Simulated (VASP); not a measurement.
# Ti (Im-3m) in VASP: further runs

Runs on Ti. Level: PBEsol. Tasks: electric field gradients.

All numbers are computed with VASP 6.6.1; they aren't measurements. Logs are shortened: lines on timing, memory, paths and dates and some standing lists are left out, and cuts for length are marked.

## 1. The cell of the first run

Symmetry: Im-3m, No. 229, cubic system. The conventional cell has a = 3.215 Å, b = 3.215 Å, c = 3.215 Å, α = 90.00°, β = 90.00°, γ = 90.00°. Within 3.7 Å of Ti (site symmetry m-3m) lie 14 Ti at 2.78 to 3.22 Å.

## 2. Electric field gradients, PBEsol (volume scaled by 0.94)

Input file INCAR:

```
SYSTEM = Ti
  PREC = Accurate
  ENCUT = 520
  EDIFF = 1E-8
  ISMEAR = -1
  SIGMA = 0.08
  LREAL = .False.
  LASPH = .True.
  NELM = 60
  ALGO = Normal
  ISIF = 2
  LWAVE = .False.
  LCHARG = .False.
  GGA = PS
  LEFG = .True.
  NBANDS = 12
```

Input file KPOINTS:

```
Automatic mesh
0
Gamma
  17 17 17
  0 0 0
```

Input file POSCAR:

```
Ti
1.0
   -1.6075008044      1.6075008044      1.6075008044
    1.6075008044     -1.6075008044      1.6075008044
    1.6075008044      1.6075008044     -1.6075008044
Ti
1
Direct
    0.0000000000      0.0000000000      0.0000000000
```

Potentials or basis: VASP PAW PBE potentials, release 64 (Ti_sv).

Run with:

```console
$ cat potpaw_PBE.64/Ti_sv/POTCAR > POTCAR
$ mpirun -np 1 vasp_std > vasp.out
```

OUTCAR:

```text
SYSTEM = Ti
   PREC = Accurate
   ENCUT = 520
   EDIFF = 1E-8
   ISMEAR = -1
   LREAL = .False.
   LASPH = .True.
   NELM = 60
   ISIF = 2
   GGA = PS

 ion  position               nearest neighbor table
   1  0.000  0.000  0.000-

  LATTYP: Found a body centered cubic cell.
 ALAT       =     3.2150016088

  Lattice vectors:

 A1 = (  -1.6075008044,   1.6075008044,   1.6075008044)
 A2 = (   1.6075008044,  -1.6075008044,   1.6075008044)
 A3 = (   1.6075008044,   1.6075008044,  -1.6075008044)

Analysis of symmetry for initial positions (statically):
=====================================================================
 Subroutine PRICEL returns:
 Original cell was already a primitive cell.

 Routine SETGRP: Setting up the symmetry group for a
 body centered cubic supercell.

 Subroutine GETGRP returns: Found 48 space group operations
 (whereof 48 operations were pure point group operations)
 out of a pool of 48 trial point group operations.

The static configuration has the point symmetry O_h .

Analysis of symmetry for dynamics (positions and initial velocities):
=====================================================================
 Subroutine PRICEL returns:
 Original cell was already a primitive cell.

 Routine SETGRP: Setting up the symmetry group for a
 body centered cubic supercell.

 Subroutine GETGRP returns: Found 48 space group operations
 (whereof 48 operations were pure point group operations)
 out of a pool of 48 trial point group operations.

The dynamic configuration has the point symmetry O_h .

 Subroutine INISYM returns: Found 48 space group operations
 (whereof 48 operations are pure point group operations),
 and found     1 'primitive' translations

----------------------------------------------------------------------------------------

                                     Primitive cell

  volume of cell :      16.6155

  direct lattice vectors                    reciprocal lattice vectors
    -1.607500804  1.607500804  1.607500804     0.000000000  0.311041835  0.311041835
     1.607500804 -1.607500804  1.607500804     0.311041835  0.000000000  0.311041835
     1.607500804  1.607500804 -1.607500804     0.311041835  0.311041835  0.000000000

  length of vectors
     2.784273066  2.784273066  2.784273066     0.439879582  0.439879582  0.439879582

  position of ions in fractional coordinates (direct lattice)
[... 119 lines left out ...]
  ext. energy  EPLUGINS =         0.00000000
  ---------------------------------------------------
  free energy    TOTEN  =        -8.25837045 eV

  energy without entropy =       -8.21220142  energy(sigma->0) =       -8.23528593

 E-fermi :   8.4206     XC(G=0): -11.8448

 val. band max:        8.4136293176   @ k =   0.2353   0.2353   0.0000
 cond. band min:       8.4301976643   @ k =  -0.2941  -0.4706   0.0588
 fundamental gap:      0.0165683468
 Fermi energy:         8.4206302885

 k-point     1 :       0.0000    0.0000    0.0000
  band No.  band energies     occupation
      1     -47.7876      2.00000
      2     -23.6820      2.00000
      3     -23.6820      2.00000
      4     -23.6820      2.00000
      5       2.3767      2.00000
      6       9.4458      0.00001
      7       9.4458      0.00001
      8       9.4458      0.00001
      9      11.3177      0.00000
     10      11.3177      0.00000
     11      26.1591      0.00000
     12      26.1591      0.00000
[... 331 lines left out ...]
 k-point    24 :       0.1765    0.1765    0.0000
  band No.  band energies     occupation
      1     -47.6795      2.00000
      2     -24.1833      2.00000
      3     -23.8447      2.00000
      4     -23.7330      2.00000
      5       5.1348      2.00000
      6       8.3726      1.29132
      7       8.5741      0.25615
      8      10.8381      0.00000
      9      11.6212      0.00000
     10      11.8241      0.00000
     11      22.3930      0.00000
     12      22.6672      0.00000

 [... further k-points ...]
[... 5 lines left out ...]
  --------------------------------------------------------------------------------------
  -------------------------------------------------------------------------------------
  Total       -0.0578524     -0.0578524     -0.0578524     -0.0000000     -0.0000000     -0.0000000
  in kB       -5.5785155     -5.5785155     -5.5785155     -0.0000000     -0.0000000     -0.0000000
  external PRESSURE =      -5.5785155 kB  Pullay stress =       0.0000000 kB

 VOLUME and BASIS-vectors are now :
 -----------------------------------------------------------------------------
  energy-cutoff  :      520.00
  volume of cell :       16.62
      direct lattice vectors                 reciprocal lattice vectors
    -1.607500804  1.607500804  1.607500804     0.000000000  0.311041835  0.311041835
     1.607500804 -1.607500804  1.607500804     0.311041835  0.000000000  0.311041835
     1.607500804  1.607500804 -1.607500804     0.311041835  0.311041835  0.000000000

 POSITION                                       TOTAL-FORCE (eV/Angst)
 -----------------------------------------------------------------------------------
      0.00000      0.00000      0.00000         0.000000      0.000000     -0.000000
 -----------------------------------------------------------------------------------
    total drift:                                0.000000      0.000000     -0.000000

  FREE ENERGIE OF THE ION-ELECTRON SYSTEM (eV)
  ---------------------------------------------------
  free  energy   TOTEN  =        -8.2583704458 eV

  energy  without entropy=       -8.2122014185  energy(sigma->0) =       -8.23528593

 Electric field gradients (V/A^2)
---------------------------------------------------------------------
 ion       V_xx      V_yy      V_zz      V_xy      V_xz      V_yz
---------------------------------------------------------------------
   1       0.000     0.000    -0.000    -0.000    -0.000    -0.000
---------------------------------------------------------------------

 Electric field gradients after diagonalization (V/A^2)
 (convention: |V_zz| > |V_xx| > |V_yy|)
----------------------------------------------------------------------
 ion       V_xx      V_yy      V_zz     asymmetry (V_yy - V_xx)/ V_zz
----------------------------------------------------------------------
   1       0.000     0.000    -0.001       0.000
----------------------------------------------------------------------

           NMR quadrupolar parameters

 Cq : quadrupolar parameter    Cq=e*Q*V_zz/h
 eta: asymmetry parameters     (V_yy - V_xx)/ V_zz
 Q  : nuclear electric quadrupole moment in mb (millibarn)
----------------------------------------------------------------------
 ion       Cq(MHz)       eta       Q (mb)
----------------------------------------------------------------------
   1      -0.000       0.000       1.000
----------------------------------------------------------------------
```

OSZICAR:

```text
N       E                     dE             d eps       ncg     rms          rms(c)
DAV:   1     0.843637876038E+02    0.84364E+02   -0.66028E+03  3976   0.121E+03
DAV:   2    -0.508143568434E+01   -0.89445E+02   -0.86948E+02  4060   0.294E+02
DAV:   3    -0.925413305618E+01   -0.41727E+01   -0.41259E+01  5504   0.642E+01
DAV:   4    -0.934383285700E+01   -0.89700E-01   -0.89593E-01  4444   0.812E+00
DAV:   5    -0.934627103762E+01   -0.24382E-02   -0.24381E-02  4712   0.113E+00    0.901E+00
DAV:   6    -0.825545187646E+01    0.10908E+01   -0.24368E+00  4296   0.226E+01    0.226E+00
DAV:   7    -0.824774646679E+01    0.77054E-02   -0.85205E-02  4732   0.320E+00    0.130E+00
DAV:   8    -0.825794522809E+01   -0.10199E-01   -0.39288E-02  4148   0.235E+00    0.122E-01
DAV:   9    -0.825832824624E+01   -0.38302E-03   -0.30245E-03  4788   0.549E-01    0.864E-02
DAV:  10    -0.825839266255E+01   -0.64416E-04   -0.30876E-04  4232   0.202E-01    0.140E-02
DAV:  11    -0.825837049020E+01    0.22172E-04   -0.24525E-05  4644   0.757E-02    0.908E-03
DAV:  12    -0.825837030467E+01    0.18554E-06   -0.19088E-06  4452   0.158E-02    0.727E-04
DAV:  13    -0.825837059739E+01   -0.29272E-06   -0.25491E-07  5368   0.367E-03    0.258E-03
DAV:  14    -0.825837047062E+01    0.12677E-06   -0.88043E-08  4072   0.354E-03    0.482E-04
DAV:  15    -0.825837044635E+01    0.24263E-07   -0.53448E-09  3212   0.880E-04    0.515E-05
DAV:  16    -0.825837044578E+01    0.57162E-09   -0.68012E-10  2068   0.275E-04
   1 F= -.82583704E+01 E0= -.82352859E+01  d E =-.461690E-01
```

Wall time 12 s (1 thread of Intel Xeon 6975P-C (Granite Rapids), shared host); peak memory 0.15 GiB.

What came out:

```
Free energy            : -8.2584 eV
Pressure               : -0.6 GPa
Band gap on the k mesh : zero (band 6 reaches 9.45 eV, above the bottom of band 7 at 7.76 eV)
```

Caveat: without QUAD_EFG the Cq values of the log hold for a quadrupole moment of 1 mb, not for the nuclei; the PAW data sets were made with another functional, which shifts forces and pressure a little.

## 3. Electric field gradients, PBEsol (volume scaled by 0.96)

Input file INCAR:

```
SYSTEM = Ti
PREC     = Accurate       ! precision mode
ENCUT    = 520            ! plane-wave cutoff, eV
EDIFF    = 1E-8           ! SCF threshold, eV
ISMEAR   = -1             ! smearing method
SIGMA    = 0.08           ! smearing width, eV
LREAL    = .FALSE.        ! projectors in reciprocal space
LASPH    = .TRUE.         ! aspherical terms in the spheres
NELM     = 80             ! most SCF steps
ALGO     = Normal         ! electronic algorithm
ISIF     = 2              ! what is computed and relaxed
LWAVE    = .FALSE.        ! write WAVECAR
LCHARG   = .FALSE.        ! write CHGCAR
GGA      = PS             ! functional
LEFG     = .TRUE.       
NBANDS   = 12             ! bands
```

Input file KPOINTS:

```
Automatic mesh
0
G
  17 17 17
  0 0 0
```

Input file POSCAR:

```
Ti
1.0
   -1.6188216056      1.6188216056      1.6188216056
    1.6188216056     -1.6188216056      1.6188216056
    1.6188216056      1.6188216056     -1.6188216056
Ti
1
Direct
    0.0000000000      0.0000000000      0.0000000000
```

Potentials or basis: VASP PAW PBE potentials, release 64 (Ti_sv).

Run with:

```console
$ cat potpaw_PBE.64/Ti_sv/POTCAR > POTCAR
$ mpirun -np 1 vasp_std > vasp.out
```

OUTCAR:

```text
SYSTEM = Ti
   PREC = Accurate
   ENCUT = 520
   EDIFF = 1E-8
   ISMEAR = -1
   LREAL = .FALSE.
   LASPH = .TRUE.
   NELM = 80
   ISIF = 2
   GGA = PS

 ion  position               nearest neighbor table
   1  0.000  0.000  0.000-

  LATTYP: Found a body centered cubic cell.
 ALAT       =     3.2376432112

  Lattice vectors:

 A1 = (  -1.6188216056,   1.6188216056,   1.6188216056)
 A2 = (   1.6188216056,  -1.6188216056,   1.6188216056)
 A3 = (   1.6188216056,   1.6188216056,  -1.6188216056)

Analysis of symmetry for initial positions (statically):
=====================================================================
 Subroutine PRICEL returns:
 Original cell was already a primitive cell.

 Routine SETGRP: Setting up the symmetry group for a
 body centered cubic supercell.

 Subroutine GETGRP returns: Found 48 space group operations
 (whereof 48 operations were pure point group operations)
 out of a pool of 48 trial point group operations.

The static configuration has the point symmetry O_h .

Analysis of symmetry for dynamics (positions and initial velocities):
=====================================================================
 Subroutine PRICEL returns:
 Original cell was already a primitive cell.

 Routine SETGRP: Setting up the symmetry group for a
 body centered cubic supercell.

 Subroutine GETGRP returns: Found 48 space group operations
 (whereof 48 operations were pure point group operations)
 out of a pool of 48 trial point group operations.

The dynamic configuration has the point symmetry O_h .

 Subroutine INISYM returns: Found 48 space group operations
[... 162 lines left out ...]
     11      25.7851      0.00000
     12      25.7851      0.00000
[... 331 lines left out ...]
 k-point    24 :       0.1765    0.1765    0.0000
  band No.  band energies     occupation
      1     -47.9521      2.00000
      2     -24.4420      2.00000
      3     -24.1258      2.00000
      4     -24.0211      2.00000
      5       4.9161      2.00000
      6       8.1606      1.22803
      7       8.3543      0.24757
      8      10.5624      0.00000
      9      11.3191      0.00000
     10      11.5142      0.00000
     11      21.9347      0.00000
     12      22.2028      0.00000

 [... further k-points ...]

------------------------ aborting loop because EDIFF is reached ----------------------------------------

  FORCE on cell =-STRESS in cart. coord.  units (eV):
  Direction    XX          YY          ZZ          XY          YZ          ZX
  --------------------------------------------------------------------------------------
  -------------------------------------------------------------------------------------
  Total       -0.2957512     -0.2957512     -0.2957512      0.0000000     -0.0000000     -0.0000000
  in kB      -27.9241608    -27.9241608    -27.9241608      0.0000000     -0.0000000     -0.0000000
  external PRESSURE =     -27.9241608 kB  Pullay stress =       0.0000000 kB

 VOLUME and BASIS-vectors are now :
 -----------------------------------------------------------------------------
  energy-cutoff  :      520.00
  volume of cell :       16.97
      direct lattice vectors                 reciprocal lattice vectors
    -1.618821606  1.618821606  1.618821606     0.000000000  0.308866646  0.308866646
     1.618821606 -1.618821606  1.618821606     0.308866646  0.000000000  0.308866646
     1.618821606  1.618821606 -1.618821606     0.308866646  0.308866646  0.000000000

 POSITION                                       TOTAL-FORCE (eV/Angst)
 -----------------------------------------------------------------------------------
      0.00000      0.00000      0.00000         0.000000      0.000000     -0.000000
 -----------------------------------------------------------------------------------
    total drift:                               -0.000000      0.000000      0.000000

  FREE ENERGIE OF THE ION-ELECTRON SYSTEM (eV)
  ---------------------------------------------------
  free  energy   TOTEN  =        -8.2547804133 eV

  energy  without entropy=       -8.2072303484  energy(sigma->0) =       -8.23100538

 Electric field gradients (V/A^2)
---------------------------------------------------------------------
 ion       V_xx      V_yy      V_zz      V_xy      V_xz      V_yz
---------------------------------------------------------------------
   1       0.000    -0.000    -0.000    -0.000    -0.000    -0.000
---------------------------------------------------------------------

 Electric field gradients after diagonalization (V/A^2)
 (convention: |V_zz| > |V_xx| > |V_yy|)
----------------------------------------------------------------------
 ion       V_xx      V_yy      V_zz     asymmetry (V_yy - V_xx)/ V_zz
----------------------------------------------------------------------
   1       0.000     0.000    -0.000       0.000
----------------------------------------------------------------------

           NMR quadrupolar parameters

 Cq : quadrupolar parameter    Cq=e*Q*V_zz/h
 eta: asymmetry parameters     (V_yy - V_xx)/ V_zz
 Q  : nuclear electric quadrupole moment in mb (millibarn)
----------------------------------------------------------------------
 ion       Cq(MHz)       eta       Q (mb)
----------------------------------------------------------------------
   1      -0.000       0.000       1.000
----------------------------------------------------------------------
```

OSZICAR:

```text
N       E                     dE             d eps       ncg     rms          rms(c)
DAV:   1     0.855524778793E+02    0.85552E+02   -0.65791E+03  3976   0.121E+03
DAV:   2    -0.517975361907E+01   -0.90732E+02   -0.88585E+02  4056   0.298E+02
DAV:   3    -0.929351050445E+01   -0.41138E+01   -0.40571E+01  5384   0.645E+01
DAV:   4    -0.938367617330E+01   -0.90166E-01   -0.90054E-01  4480   0.832E+00
DAV:   5    -0.938579777678E+01   -0.21216E-02   -0.21215E-02  4660   0.114E+00    0.883E+00
DAV:   6    -0.825220061333E+01    0.11336E+01   -0.25904E+00  4276   0.230E+01    0.216E+00
DAV:   7    -0.824506955922E+01    0.71311E-02   -0.81244E-02  4724   0.304E+00    0.128E+00
DAV:   8    -0.825436112818E+01   -0.92916E-02   -0.38012E-02  4136   0.232E+00    0.117E-01
DAV:   9    -0.825474054599E+01   -0.37942E-03   -0.27266E-03  4816   0.523E-01    0.819E-02
DAV:  10    -0.825479989103E+01   -0.59345E-04   -0.30554E-04  4244   0.199E-01    0.144E-02
DAV:  11    -0.825478042768E+01    0.19463E-04   -0.27079E-05  4560   0.800E-02    0.922E-03
DAV:  12    -0.825478029343E+01    0.13424E-06   -0.20108E-06  4692   0.160E-02    0.706E-04
DAV:  13    -0.825478057857E+01   -0.28513E-06   -0.22681E-07  5160   0.383E-03    0.263E-03
DAV:  14    -0.825478043160E+01    0.14696E-06   -0.10472E-07  4132   0.396E-03    0.328E-04
DAV:  15    -0.825478041446E+01    0.17142E-07   -0.36280E-09  3056   0.703E-04    0.390E-05
DAV:  16    -0.825478041333E+01    0.11362E-08   -0.53802E-10  2080   0.260E-04
   1 F= -.82547804E+01 E0= -.82310054E+01  d E =-.475501E-01
```

Wall time 12 s (1 thread of Intel Xeon 6975P-C (Granite Rapids), shared host); peak memory 0.15 GiB.

Results:

```
Free energy            : -8.2548 eV
Pressure               : -2.8 GPa
Band gap on the k mesh : zero (band 6 reaches 9.21 eV, above the bottom of band 7 at 7.55 eV)
```

Levels at points of the mesh, in eV from the Fermi level:
```tsv
k point	band 2	band 3	band 4	band 5	band 6	band 7	band 8	band 9	band 10	band 11
(0.00, 0.00, 0.00)	-32.17	-32.17	-32.17	-6.00	1.01	1.01	1.01	2.83	2.83	17.59
```

Caveat: without QUAD_EFG the Cq values of the log hold for a quadrupole moment of 1 mb, not for the nuclei; the PAW data sets were made with another functional, which shifts forces and pressure a little.

(Continued in part 2 of 2.)
